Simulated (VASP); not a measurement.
# Au (C2/m) in VASP: notebook, part 2 of 2

VASP 6.6.1. The steps go on from the part before.

## Step 3: Single point, PBEsol (atoms displaced along a vibrational mode)

INCAR reads:

```
PREC     = Accurate       # precision mode
ENCUT    = 520            # plane-wave cutoff, eV
EDIFF    = 1E-6           # SCF threshold, eV
ISMEAR   = 0              # smearing method
SIGMA    = 0.15           # smearing width, eV
LREAL    = False          # projectors in reciprocal space
LASPH    = True           # aspherical terms in the spheres
NELM     = 80             # most SCF steps
ALGO     = Fast           # electronic algorithm
ISIF     = 2              # what is computed and relaxed
LWAVE    = False          # write WAVECAR
LCHARG   = False          # write CHGCAR
GGA      = PS             # functional
NBANDS   = 18             # bands
```

KPOINTS reads:

```
regular mesh
0
Gamma
  24 24 24
```

POSCAR reads:

```
Au
1.0
    0.0000000000     -2.0419343851     -2.0419343851
   -2.0419343851      0.0000000000     -2.0419343851
    2.0419343851      2.0419343851     -4.0838687702
Au
2
Direct
    0.4760081444      0.4760081444      0.5000000000
    0.0239918556      0.0239918556      0.0000000000
```

Potentials or basis: VASP PAW PBE potentials, release 64 (Au).

Launch:

```bash
> cat potpaw_PBE.64/Au/POTCAR > POTCAR
> mpirun -np 1 vasp_std > vasp.out
```

OUTCAR:

```text
PREC = Accurate
   ENCUT = 520
   EDIFF = 1E-6
   ISMEAR = 0
   LREAL = False
   LASPH = True
   NELM = 80
   ISIF = 2
   GGA = PS

 ion  position               nearest neighbor table
   1  0.476  0.476  0.500-   2 2.76   2 2.83   2 2.83   2 2.97   2 2.97   2 3.03
   2  0.024  0.024  0.000-   1 2.76   1 2.83   1 2.83   1 2.97   1 2.97   1 3.03

  LATTYP: Found a trigonal (rhomboedric) cell.
 ALAT       =     5.0016973317
 COS(alpha) =     0.8333333333

  Lattice vectors:

 A1 = (   2.0419343851,   4.0838687702,  -2.0419343851)
 A2 = (   4.0838687702,   2.0419343851,  -2.0419343851)
 A3 = (   2.0419343851,   2.0419343851,  -4.0838687702)

Analysis of symmetry for initial positions (statically):
=====================================================================
 Subroutine PRICEL returns:
 Original cell was already a primitive cell.

 Routine SETGRP: Setting up the symmetry group for a
 trigonal (rhombohedral) supercell.

 Subroutine GETGRP returns: Found  4 space group operations
 (whereof  2 operations were pure point group operations)
 out of a pool of 12 trial point group operations.

The static configuration has the point symmetry C_1h.
 The point group associated with its full space group is C_2h.

Analysis of symmetry for dynamics (positions and initial velocities):
=====================================================================
 Subroutine PRICEL returns:
 Original cell was already a primitive cell.

 Routine SETGRP: Setting up the symmetry group for a
 trigonal (rhombohedral) supercell.

 Subroutine GETGRP returns: Found  4 space group operations
 (whereof  2 operations were pure point group operations)
 out of a pool of 12 trial point group operations.

The dynamic configuration has the point symmetry C_1h.
 The point group associated with its full space group is C_2h.

 Subroutine INISYM returns: Found  4 space group operations
 (whereof  2 operations are pure point group operations),
 and found     1 'primitive' translations

[... 115 lines left out ...]
  volume/ion in A,a.u.               =      17.03       114.91
  Fermi-wavevector in a.u.,A,eV,Ry     =   1.415209  2.674357 27.249977  2.002817
  Thomas-Fermi vector in A             =   2.536671
   LORBIT       =      0    0 simple, 1 ext, 2 COOP (PROOUT), +10 PAW based schemes
   GGA     = PS    functional components
   LHFCALC =     F    Hartree Fock is set to
   AEXX    =    0.0000 exact exchange contribution
   IVDW    =     0    specifies the selected vdW correction
   LEPSILON=     F    determine dielectric tensor
   LRPA    =     F    only Hartree local field effects (RPA)
 non-spin polarized calculation
 RMM-DIIS sequential band-by-band and
 Gauss-broadening in eV      SIGMA  =   0.15
  energy-cutoff  :      520.00
  volume of cell :       34.06
 maximum number of plane-waves:       944
 NGX is ok and might be reduce to    24
   NGX = 11   NGY = 11   NGZ = 19

 number of electron      22.0000000 magnetization

 Free energy of the ion-electron system (eV)
  ---------------------------------------------------
  ext. energy  EPLUGINS =         0.00000000
  ---------------------------------------------------
  free energy    TOTEN  =        -7.81586348 eV

  energy without entropy =       -7.80966585  energy(sigma->0) =       -7.81276467

 E-fermi :   9.2854     XC(G=0): -12.8870

 val. band max:        9.2847106993   @ k =  -0.3750  -0.4167   0.2500
 cond. band min:       9.2856738055   @ k =  -0.2500   0.0417   0.2500
 fundamental gap:      0.0009631062
 Fermi energy:         9.2854011470

 k-point     1 :       0.0000    0.0000    0.0000
  band No.  band energies     occupation
      1      -0.6368      2.00000
      2       1.9722      2.00000
      3       4.5053      2.00000
      4       4.5805      2.00000
      5       4.6264      2.00000
      6       4.6442      2.00000
[... 481 lines left out ...]
      5       4.6554      2.00000
      6       4.9105      2.00000
[... 10 lines left out ...]
     17      22.2198      0.00000
     18      22.2326      0.00000

 [... further k-points ...]

------------------------ aborting loop because EDIFF is reached ----------------------------------------

  FORCE on cell =-STRESS in cart. coord.  units (eV):
  Direction    XX          YY          ZZ          XY          YZ          ZX
  --------------------------------------------------------------------------------------
  -------------------------------------------------------------------------------------
  Total        0.1881264      0.1881264     -0.1026152      0.2433095     -0.1334485     -0.1334485
  in kB        8.8506480      8.8506480     -4.8276652     11.4468063     -6.2782566     -6.2782553
  external PRESSURE =       4.2912103 kB  Pullay stress =       0.0000000 kB

 VOLUME and BASIS-vectors are now :
 -----------------------------------------------------------------------------
  energy-cutoff  :      520.00
  volume of cell :       34.06
      direct lattice vectors                 reciprocal lattice vectors
     0.000000000 -2.041934385 -2.041934385     0.122432925 -0.367298776 -0.122432925
    -2.041934385  0.000000000 -2.041934385    -0.367298776  0.122432925 -0.122432925
     2.041934385  2.041934385 -4.083868770     0.122432925  0.122432925 -0.122432925

 POSITION                                       TOTAL-FORCE (eV/Angst)
 -----------------------------------------------------------------------------------
      0.04899      0.04899     -3.98589        -0.140561     -0.140561     -0.218651
     -0.04899     -0.04899     -0.09798         0.140561      0.140561      0.218651
 -----------------------------------------------------------------------------------
    total drift:                                0.000000     -0.000000      0.000000

  FREE ENERGIE OF THE ION-ELECTRON SYSTEM (eV)
  ---------------------------------------------------
  free  energy   TOTEN  =        -7.8158634818 eV

  energy  without entropy=       -7.8096658506  energy(sigma->0) =       -7.81276467
```

Wall time 47 min (1 thread of Oxide Virtual Turin-like, shared host); peak memory 1.7 GiB.

What came out:

| Quantity | Value |
| --- | --- |
| Free energy | -7.8159 eV |
| Pressure | 0.4 GPa |
| Largest force | 0.296 eV/Å |
| Band gap on the k mesh | zero (bands 11 and 12 overlap by 5.51 eV) |

Forces in eV/Å, atoms in the order of the input:
```
Au  -0.141 -0.141 -0.219
Au   0.141  0.141  0.219
```

Caveat: the cell differs from its parent crystal (atoms displaced along a vibrational mode); the PAW data sets were made with another functional, which shifts forces and pressure a little; spin-orbit coupling is left out, which moves the levels of the heavy elements.
